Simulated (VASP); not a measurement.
A run of VASP 6.6.1 is set up as follows.

The input INCAR:

```
SYSTEM = Al31N33
PREC = Accurate
ENCUT = 520
EDIFF = 1E-6
ISMEAR = -1
SIGMA = 0.05
LREAL = Auto
LASPH = .True.
NELM = 120
ALGO = Normal
ISIF = 2
LWAVE = .False.
LCHARG = .True.
GGA = PS
LELF = .True.
LVHAR = .True.
NELECT = 260.0
ISYM = -1
NBANDS = 167
GGA_COMPAT = .False.
```

Contents of KPOINTS:

```
explicit points
1
Reciprocal
  0.25000000   0.25000000   0.25000000 1
```

The input POSCAR:

```
Al31N33
1.0
    8.7554440000      0.0000000000      0.0000000000
    0.0000000000      8.7554440000      0.0000000000
    0.0000000000      0.0000000000      8.7554440000
Al N
31 33
Direct
    0.9996550000      0.9998850000      0.0004560000
    0.9971840000      0.9997440000      0.5004810000
    0.9989120000      0.4999780000      0.0004250000
    0.0019570000      0.4995940000      0.5004890000
    0.4996330000      0.9995490000      0.0020630000
    0.4995200000      0.9991350000      0.5005420000
    0.4996810000      0.4996420000      0.9986140000
    0.2494780000      0.2494790000      0.9997590000
    0.2507540000      0.2517540000      0.5047500000
    0.2506810000      0.7499000000      0.0013860000
    0.2498600000      0.7479610000      0.4996000000
    0.7495410000      0.2508210000      0.0020930000
    0.7493070000      0.2489620000      0.5041460000
    0.7497850000      0.7503100000      0.9973680000
    0.7459640000      0.7427170000      0.4976520000
    0.2505330000      0.9986470000      0.2507920000
    0.2495660000      0.0003840000      0.7506270000
    0.2470540000      0.5004740000      0.2500850000
    0.2517610000      0.4963430000      0.7482600000
    0.7484490000      0.9992400000      0.2514410000
    0.7491700000      0.9981550000      0.7497400000
    0.7499970000      0.5091880000      0.2513170000
    0.7500920000      0.4989380000      0.7524600000
    0.9978070000      0.2508950000      0.2506430000
    0.0009520000      0.2490280000      0.7513220000
    0.0030120000      0.7509300000      0.2497680000
    0.9982960000      0.7497660000      0.7494430000
    0.4971630000      0.2501150000      0.2527780000
    0.4954960000      0.2515560000      0.7493430000
    0.5008860000      0.7426800000      0.2546120000
    0.4997900000      0.7461590000      0.7482620000
    0.5670740000      0.5149440000      0.4337280000
    0.1239990000      0.1249680000      0.1263270000
    0.1211680000      0.1216790000      0.6256340000
    0.1222340000      0.6250040000      0.1217640000
    0.1241290000      0.6252530000      0.6271420000
    0.6246380000      0.1266330000      0.1281330000
    0.6244480000      0.1244760000      0.6266750000
    0.6257840000      0.6260090000      0.1196480000
    0.6415050000      0.6353940000      0.6415490000
    0.3750110000      0.3746550000      0.1261110000
    0.3609860000      0.3606440000      0.6395910000
    0.3764160000      0.8759840000      0.1252190000
    0.3742530000      0.8749960000      0.6259350000
    0.8744200000      0.3768500000      0.1256770000
    0.8755660000      0.3740730000      0.6261010000
    0.8743240000      0.8755310000      0.1254430000
    0.8741470000      0.8751640000      0.6238740000
    0.3741140000      0.1248900000      0.3762920000
    0.3748290000      0.1218850000      0.8792030000
    0.3540400000      0.6398320000      0.3572880000
    0.3735420000      0.6248680000      0.8761920000
    0.8721050000      0.1261430000      0.3754600000
    0.8739190000      0.1245220000      0.8764380000
    0.8820600000      0.6263500000      0.3745360000
    0.8770630000      0.6247190000      0.8770190000
    0.1236280000      0.3727550000      0.3751210000
    0.1219490000      0.3745270000      0.8787620000
    0.1225120000      0.8787880000      0.3758610000
    0.1242110000      0.8750630000      0.8758720000
    0.6343270000      0.3762530000      0.3712120000
    0.6251890000      0.3726650000      0.8768160000
    0.6247890000      0.8753910000      0.3752580000
    0.6239880000      0.8767650000      0.8763160000
```

Potentials or basis: VASP PAW PBE potentials, release 64 (Al, N).

Run with:

```sh
$ cat potpaw_PBE.64/Al/POTCAR potpaw_PBE.64/N/POTCAR > POTCAR
$ mpirun -np 1 vasp_std > vasp.out
```

Problem. Estimate the largest force.

Solution. 0.118 eV/Å.

Forces on the atoms (eV/Å):
```
Al   0.002  0.001 -0.003
Al   0.000  0.004 -0.004
Al   0.004  0.000 -0.003
Al  -0.003 -0.002  0.001
Al   0.005  0.003 -0.004
Al  -0.001 -0.001  0.001
Al  -0.001 -0.003  0.004
Al   0.003  0.005  0.000
Al  -0.013 -0.010 -0.021
Al   0.000  0.000 -0.001
Al  -0.008  0.002  0.011
Al  -0.002 -0.003  0.001
Al  -0.005 -0.003 -0.004
Al   0.002  0.002 -0.004
Al   0.015  0.009 -0.008
Al  -0.004  0.000  0.001
Al   0.001  0.002 -0.003
Al  -0.008 -0.015 -0.005
Al  -0.012  0.020  0.011
Al   0.000  0.000  0.000
Al   0.000  0.002  0.001
Al   0.014 -0.004 -0.012
Al   0.005 -0.012  0.010
Al  -0.002 -0.002  0.002
Al   0.001 -0.001  0.001
Al   0.005  0.004  0.000
Al   0.002  0.002  0.000
Al   0.002 -0.003  0.003
Al   0.021 -0.010  0.011
Al   0.007  0.009 -0.011
Al  -0.005  0.004  0.011
N   -0.055  0.090  0.050
N    0.000  0.000  0.000
N    0.001  0.001 -0.002
N   -0.002  0.000 -0.002
N    0.004  0.000  0.004
N    0.002  0.000 -0.003
N   -0.004  0.004  0.004
N   -0.002  0.001  0.010
N   -0.014  0.003 -0.009
N   -0.003  0.004  0.001
N    0.008  0.007 -0.008
N    0.003 -0.001  0.003
N   -0.002 -0.003  0.002
N   -0.002  0.002  0.000
N   -0.001  0.004  0.003
N   -0.002 -0.004  0.001
N   -0.004 -0.003 -0.002
N   -0.004  0.003  0.004
N    0.000  0.000 -0.002
N    0.005  0.006  0.011
N   -0.003 -0.001 -0.004
N    0.002 -0.001 -0.001
N   -0.001  0.001  0.001
N   -0.009  0.001  0.002
N   -0.002 -0.001  0.000
N    0.004 -0.004 -0.004
N    0.002  0.001 -0.002
N   -0.001  0.000  0.003
N    0.000 -0.001  0.001
N    0.051 -0.097 -0.043
N    0.001 -0.002 -0.004
N    0.002 -0.009 -0.002
N   -0.003  0.000  0.002
```

Caveat: the cell carries a net charge on a neutralising background, which shifts energy and pressure; the PAW data sets were made with another functional, which shifts forces and pressure a little.
